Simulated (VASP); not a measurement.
# B4TePd3 (Pm-3m) in VASP: notebook, part 2 of 2

VASP 6.6.1.

## 3. Relaxation of cell and atoms, PBE

This run uses another cell than the first one, of 12.58 Å³/atom, 1.005 times its volume.

INCAR

```
PREC = Accurate
ENCUT = 600
EDIFF = 1E-6
ISMEAR = 0
SIGMA = 0.1
LREAL = F
LASPH = T
NELM = 100
ALGO = Normal
ISIF = 3
LWAVE = F
LCHARG = F
GGA = PE
IBRION = 2
NSW = 100
EDIFFG = -0.01
```

KPOINTS

```
Automatic mesh
0
Gamma
  8 8 8
```

POSCAR

```
B4TePd3
1.0
    4.6513813268      0.0000000000      0.0000000000
    0.0000000000      4.6513813268      0.0000000000
    0.0000000000      0.0000000000      4.6513813268
B Te Pd
4 1 3
Direct
    0.5000000000      0.5000000000      0.5000000000
    0.5000000000      0.0000000000      0.0000000000
    0.0000000000      0.5000000000      0.0000000000
    0.0000000000      0.0000000000      0.5000000000
    0.0000000000      0.0000000000      0.0000000000
    0.0000000000      0.5000000000      0.5000000000
    0.5000000000      0.0000000000      0.5000000000
    0.5000000000      0.5000000000      0.0000000000
```

Potentials or basis: VASP PAW PBE potentials, release 64 (B, Te, Pd).

On the command line:

```sh
$ cat potpaw_PBE.64/B/POTCAR potpaw_PBE.64/Te/POTCAR potpaw_PBE.64/Pd/POTCAR > POTCAR
$ mpirun -np 1 vasp_std > vasp.out
```

OUTCAR:

```text
PREC = Accurate
   ENCUT = 600
   EDIFF = 1E-6
   ISMEAR = 0
   LREAL = F
   LASPH = T
   NELM = 100
   ISIF = 3
   GGA = PE
   IBRION = 2
   NSW = 100
   EDIFFG = -0.01

 ion  position               nearest neighbor table
   1  0.500  0.500  0.500-   6 2.33   7 2.33   8 2.33   8 2.33   7 2.33   6 2.33
   2  0.500  0.000  0.000-   5 2.33   7 2.33   8 2.33   7 2.33   8 2.33   5 2.33
   3  0.000  0.500  0.000-   5 2.33   6 2.33   8 2.33   6 2.33   5 2.33   8 2.33
   4  0.000  0.000  0.500-   5 2.33   6 2.33   7 2.33   5 2.33   6 2.33   7 2.33
   5  0.000  0.000  0.000-   2 2.33   3 2.33   4 2.33   4 2.33   3 2.33   2 2.33   6 3.29   6 3.29
                             7 3.29   7 3.29   6 3.29   8 3.29   6 3.29   8 3.29   7 3.29   8 3.29
   6  0.000  0.500  0.500-   1 2.33   3 2.33   4 2.33   3 2.33   4 2.33   1 2.33   5 3.29   5 3.29
                             8 3.29   7 3.29   5 3.29   7 3.29   5 3.29   8 3.29   7 3.29   8 3.29
   7  0.500  0.000  0.500-   1 2.33   2 2.33   4 2.33   2 2.33   1 2.33   4 2.33   5 3.29   5 3.29
                             8 3.29   6 3.29   6 3.29   8 3.29   8 3.29   8 3.29   5 3.29   6 3.29
   8  0.500  0.500  0.000-   1 2.33   2 2.33   3 2.33   1 2.33   2 2.33   3 2.33   5 3.29   6 3.29
                             7 3.29   6 3.29   5 3.29   7 3.29   7 3.29   7 3.29   5 3.29   6 3.29

  LATTYP: Found a simple cubic cell.
 ALAT       =     4.6513813268

  Lattice vectors:

 A1 = (   4.6513813268,   0.0000000000,   0.0000000000)
 A2 = (   0.0000000000,   4.6513813268,   0.0000000000)
 A3 = (   0.0000000000,   0.0000000000,   4.6513813268)

Analysis of symmetry for initial positions (statically):
=====================================================================
 Subroutine PRICEL returns:
 Original cell was already a primitive cell.

 Routine SETGRP: Setting up the symmetry group for a
 simple cubic supercell.

 Subroutine GETGRP returns: Found 48 space group operations
 (whereof 48 operations were pure point group operations)
 out of a pool of 48 trial point group operations.

The static configuration has the point symmetry O_h .

Analysis of symmetry for dynamics (positions and initial velocities):
=====================================================================
 Subroutine PRICEL returns:
 Original cell was already a primitive cell.

 Routine SETGRP: Setting up the symmetry group for a
 simple cubic supercell.

 Subroutine GETGRP returns: Found 48 space group operations
 (whereof 48 operations were pure point group operations)
 out of a pool of 48 trial point group operations.

The dynamic configuration has the point symmetry O_h .

 Subroutine INISYM returns: Found 48 space group operations
 (whereof 48 operations are pure point group operations),
 and found     1 'primitive' translations

----------------------------------------------------------------------------------------

                                     Primitive cell

  volume of cell :     100.6343

  direct lattice vectors                    reciprocal lattice vectors
     4.651381327  0.000000000  0.000000000     0.214989899  0.000000000  0.000000000
     0.000000000  4.651381327  0.000000000     0.000000000  0.214989899  0.000000000
     0.000000000  0.000000000  4.651381327     0.000000000  0.000000000  0.214989899

  length of vectors
     4.651381327  4.651381327  4.651381327     0.214989899  0.214989899  0.214989899

[... 54 lines left out ...]
  0.125000  0.125000  0.000000     12.000000
[... 16 lines left out ...]
  0.375000  0.375000  0.125000     24.000000
  0.500000  0.375000  0.125000     24.000000
 [... further k-points ...]
   k-points           NKPTS =     35   k-points in BZ     NKDIM =     35   number of bands    NBANDS=     29
   number of dos      NEDOS =    301   number of ions     NIONS =      8
   total plane-waves  NPLWV =  64000
   dimension x,y,z NGX =    40 NGY =   40 NGZ =   40
   dimension x,y,z NGXF=    80 NGYF=   80 NGZF=   80
   ions per type =               4   1   3
   NGX,Y,Z   is equivalent  to a cutoff of  14.30, 14.30, 14.30 a.u.
   NGXF,Y,Z  is equivalent  to a cutoff of  28.59, 28.59, 28.59 a.u.
 SYSTEM =  unknown system
   PREC   = accura    normal or accurate (medium, high low for compatibility)
   ISTART =      0    job   : 0-new  1-cont  2-samecut
   ICHARG =      2    charge: 1-file 2-atom 10-const
   ISPIN  =      1    spin polarized calculation?
   LNONCOLLINEAR =      F non collinear calculations
   LSORBIT =      F    spin-orbit coupling
   LASPH  =      T    aspherical Exc in radial PAW
   ENCUT  =  600.0 eV  44.10 Ry    6.64 a.u.   9.29  9.29  9.29*2*pi/ulx,y,z
   NELM   =    100;   NELMIN=  2; NELMDL= -5     # of ELM steps
   EDIFF  = 0.1E-05   stopping-criterion for ELM
   LREAL  =      F    real-space projection
   EDIFFG = -.1E-01   stopping-criterion for IOM
   NSW    =    100    number of steps for IOM
   IBRION =      2    ionic relax: 0-MD 1-quasi-New 2-CG
   NFREE  =      1    steps in history (QN), initial steepest desc. (CG)
   ISIF   =      3    stress and relaxation
   ISYM   =      2    0-nonsym 1-usesym 2-fastsym
   POTIM  = 0.5000    time-step for ionic-motion
   TEBEG  =    0.0;   TEEND  =   0.0 temperature during run
   PSTRESS=    0.0 pullay stress
   NELECT =      48.0000    total number of electrons
   NUPDOWN=      -1.0000    fix difference up-down
   EMIN   =  10.00;   EMAX   =-10.00  energy-range for DOS
   EFERMI =   0.00;   METHOD = LEGACY
   ISMEAR =     0;   SIGMA  =   0.10  broadening in eV -4-tet -1-fermi 0-gaus
   EFERMI_NEDOS =   21; number of points for ismear=-14 and -15
   IALGO  =     38    algorithm
   IMIX   =      4    mixing-type and parameters
     AMIX     =   0.40;   BMIX     =  1.00
     AMIX_MAG =   1.60;   BMIX_MAG =  1.00
  volume/ion in A,a.u.               =      12.58        84.89
  Fermi-wavevector in a.u.,A,eV,Ry     =   1.279106  2.417160 22.260667  1.636113
  Thomas-Fermi vector in A             =   2.411611
   LORBIT       =      0    0 simple, 1 ext, 2 COOP (PROOUT), +10 PAW based schemes
   GGA     = PE    functional components
   LHFCALC =     F    Hartree Fock is set to
   AEXX    =    0.0000 exact exchange contribution
   IVDW    =     0    specifies the selected vdW correction
   LEPSILON=     F    determine dielectric tensor
   LRPA    =     F    only Hartree local field effects (RPA)
 conjugate gradient relaxation of ions
 non-spin polarized calculation
 Gauss-broadening in eV      SIGMA  =   0.10
  energy-cutoff  :      600.00
  volume of cell :      100.63
 maximum number of plane-waves:      3407
 NGX is ok and might be reduce to    40
   NGX = 19   NGY = 19   NGZ = 19

--------------------------------------- Ionic step        1  -------------------------------------------

 number of electron      48.0000014 magnetization

 Free energy of the ion-electron system (eV)
  ---------------------------------------------------
  ext. energy  EPLUGINS =         0.00000000
  ---------------------------------------------------
  free energy    TOTEN  =       -39.58387538 eV

  energy without entropy =      -39.56751846  energy(sigma->0) =      -39.57569692

------------------------ aborting loop because EDIFF is reached ----------------------------------------

  FORCE on cell =-STRESS in cart. coord.  units (eV):
  Direction    XX          YY          ZZ          XY          YZ          ZX
  --------------------------------------------------------------------------------------
  -------------------------------------------------------------------------------------
  Total       -0.4340801     -0.4340801     -0.4340801      0.0000000      0.0000000      0.0000000
  in kB       -6.9109009     -6.9109009     -6.9109009      0.0000000      0.0000000      0.0000000
  external PRESSURE =      -6.9109009 kB  Pullay stress =       0.0000000 kB
[... 71 lines left out ...]
--------------------------------------- Ionic step        3  -------------------------------------------

 number of electron      48.0000014 magnetization

 Free energy of the ion-electron system (eV)
  ---------------------------------------------------
  ext. energy  EPLUGINS =         0.00000000
  ---------------------------------------------------
  free energy    TOTEN  =       -39.58484970 eV

  energy without entropy =      -39.56827283  energy(sigma->0) =      -39.57656127

 E-fermi :   9.1293     XC(G=0): -12.1272

 val. band max:        9.1265359310   @ k =   0.5000   0.3750   0.1250
 cond. band min:       9.1617685403   @ k =   0.5000   0.1250   0.0000
 fundamental gap:      0.0352326093
 Fermi energy:         9.1292878753

 k-point     1 :       0.0000    0.0000    0.0000
  band No.  band energies     occupation
      1      -5.3451      2.00000
      2       0.2625      2.00000
      3       1.3810      2.00000
      4       1.3810      2.00000
      5       2.7087      2.00000
      6       2.7087      2.00000
[... 757 lines left out ...]
     28      11.6221      0.00000
     29      12.2770      0.00000

 [... further k-points ...]
[... 5 lines left out ...]
  --------------------------------------------------------------------------------------
  -------------------------------------------------------------------------------------
  Total        0.0356903      0.0356903      0.0356903      0.0000000      0.0000000     -0.0000000
  in kB        0.5707307      0.5707307      0.5707307      0.0000000      0.0000000     -0.0000000
  external PRESSURE =       0.5707307 kB  Pullay stress =       0.0000000 kB
[... 23 lines left out ...]
  FREE ENERGIE OF THE ION-ELECTRON SYSTEM (eV)
  ---------------------------------------------------
  free  energy   TOTEN  =       -39.5848497010 eV

  energy  without entropy=      -39.5682728314  energy(sigma->0) =      -39.57656127

 reached required accuracy - stopping structural energy minimisation
```

Wall time 2 min (1 thread of Intel Xeon 6975P-C (Granite Rapids), shared host); peak memory 0.33 GiB.

Results:

- Free energy: -39.5848 eV
- Relaxed volume: 12.52 Å³/atom
- Relaxed cell: a = 4.645 Å, b = 4.645 Å, c = 4.645 Å, α = 90.00°, β = 90.00°, γ = 90.00°
- Space group after relaxing (to 0.05 Å): Pm-3m (No. 221)
- Energy gained by relaxing: 0.1 meV/atom
- Ionic steps: 3
- Pressure after relaxing: 0.1 GPa
- Band gap on the k mesh: zero (band 24 reaches 10.62 eV, above the bottom of band 25 at 8.50 eV)

The path:
```
step  energy change (eV)  largest force (eV/Å)  pressure (GPa)  volume (Å³)
   1              0.0000                0.0000           -0.69       100.63
   2             -0.0004                0.0000            0.56        99.85
   3             -0.0010                0.0000            0.06       100.19
```

Final structure:
```
B Te Pd
1.0
     4.64455    0.00000    0.00000
     0.00000    4.64455    0.00000
     0.00000    0.00000    4.64455
B Te Pd
4 1 3
Cartesian
  2.3223 2.3223 2.3223
  2.3223 0.0000 0.0000
  0.0000 2.3223 0.0000
  0.0000 0.0000 2.3223
  0.0000 0.0000 0.0000
  0.0000 2.3223 2.3223
  2.3223 0.0000 2.3223
  2.3223 2.3223 0.0000
```

Caveat: spin-orbit coupling is left out, which moves the levels of the heavy elements.

## 4. Single point, PBE, collinear spin, ferromagnetic start

This run uses another cell than the first one, of 12.58 Å³/atom, 1.005 times its volume.

INCAR

```
SYSTEM = B4TePd3
PREC = Accurate
ENCUT = 520
EDIFF = 1E-6
ISMEAR = 0
SIGMA = 0.1
LREAL = .False.
LASPH = .True.
NELM = 150
ALGO = Normal
ISIF = 2
LWAVE = .False.
LCHARG = .True.
ISPIN = 2
MAGMOM = 0 0 0 0 0 1 1 1
LORBIT = 11
LMAXMIX = 4
GGA = PE
LELF = .True.
LVHAR = .True.
NBANDS = 38
```

KPOINTS

```
Automatic mesh
0
Gamma
  4 4 4
  0 0 0
```

POSCAR is that of step 3.

On the command line:

```sh
$ cat potpaw_PBE.64/B/POTCAR potpaw_PBE.64/Te/POTCAR potpaw_PBE.64/Pd/POTCAR > POTCAR
$ mpirun -np 1 vasp_std > vasp.out
```

Wall time 31 s (1 thread of Intel Xeon 6975P-C (Granite Rapids), shared host); peak memory 0.26 GiB.

It converged, with:

* Free energy: -39.6006 eV
* Pressure: 0.4 GPa
* Band gap on the k mesh: zero (filled and empty bands overlap)
* Net moment: 0.00 μB per cell
* Valence electrons inside the program's atomic spheres: B 1.56, 1.67; Te 3.44; Pd 9.53

Levels at points of the mesh, in eV from the Fermi level:
Spin up:
```csv
k point,band 21,band 22,band 23,band 24,band 25,band 26,band 27,band 28
"(0.00, 0.00, 0.00)",-1.44,-1.44,-1.44,-0.19,-0.19,0.07,0.07,0.07
"(0.50, 0.00, 0.00)",-1.38,-1.38,-0.90,-0.31,0.76,1.18,1.18,1.62
"(0.50, 0.50, 0.00)",-1.50,0.15,0.15,0.34,0.34,0.63,0.72,1.32
"(0.50, 0.50, 0.50)",-1.18,-1.18,-1.18,1.51,1.51,3.02,3.02,3.02
```
Spin down:
| k point | band 22 | band 23 | band 24 | band 25 | band 26 | band 27 |
| --- | --- | --- | --- | --- | --- | --- |
| (0.00, 0.00, 0.00) | -1.44 | -1.44 | -0.19 | -0.19 | 0.07 | 0.07 |
| (0.50, 0.00, 0.00) | -1.38 | -0.90 | -0.31 | 0.76 | 1.18 | 1.18 |
| (0.50, 0.50, 0.00) | 0.15 | 0.15 | 0.34 | 0.34 | 0.63 | 0.72 |
| (0.50, 0.50, 0.50) | -1.18 | -1.18 | 1.51 | 1.51 | 3.02 | 3.02 |

Caveat: spin-orbit coupling is left out, which moves the levels of the heavy elements.

## 5. Summary

```tsv
task	spin	cell	k mesh	cutoff (eV)	gap on the mesh (eV)	pressure (GPa)
single point	off	a = 4.644 Å, 8 atoms	8 × 8 × 8	520	none	0.1
relaxation of cell and atoms	off	relaxed from a = 4.651 Å, 8 atoms	8 × 8 × 8	600	none	0.1
single point	collinear, ferromagnetic start	a = 4.651 Å, 8 atoms	4 × 4 × 4	520	none	0.4
```

Alike in all rows: level PBE; potentials or basis VASP PAW PBE potentials, release 64 (B, Te, Pd); smearing gaussian 0.1 eV.

Caveats: spin-orbit coupling is left out, which moves the levels of the heavy elements.

Total energies depend on the potentials used, so only differences within one code and one set of settings carry meaning.
